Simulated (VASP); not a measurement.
Crystal: TiB2.

```
CELL_PARAMETERS angstrom
3.02920 0.00000 0.00000
-1.51460 2.62336 0.00000
0.00000 0.00000 3.22840
ATOMIC_POSITIONS crystal
Ti 0.00000 0.00000 0.00000
B 0.33333 0.66667 0.50000
B 0.66667 0.33333 0.50000
```

| Item | Value |
| --- | --- |
| Program | VASP 6.6.1 |
| Task | relaxation of cell and atoms |
| Functional | PBEsol |
| Potentials or basis | VASP PAW PBE potentials, release 64 (Ti_sv, B) |
| Cutoff | 600 eV |
| k mesh | 12 × 12 × 10 |
| Occupations | fermi-dirac, width 0.05 eV |
| Spin | no spin polarisation |

At the start: pressure -4.8 GPa; volume 8.55 Å³/atom.

Problem. How do energy, volume and symmetry change on relaxing?

Solution. Over 4 steps the energy falls by 3.1 meV/atom and the volume is 8.38 Å³/atom (-2.0 %); space group P6/mmm (No. 191, to 0.1 Å) before and after.

Step by step:
```
step  energy change (eV)  largest force (eV/Å)  pressure (GPa)  volume (Å³)
   1              0.0000                0.0000           -4.80        25.66
   2             -0.0026                0.0000            4.85        24.71
   3             -0.0085                0.0000            0.31        25.14
   4             -0.0093                0.0000            0.00        25.14
```

Final structure:
```
CELL_PARAMETERS angstrom
3.01876 0.00000 0.00000
-1.50938 2.61432 0.00000
0.00000 0.00000 3.18601
ATOMIC_POSITIONS crystal
Ti 0.00000 0.00000 0.00000
B 0.33333 0.66667 0.50000
B 0.66667 0.33333 0.50000
```

Caveat: the PAW data sets were made with another functional, which shifts forces and pressure a little.
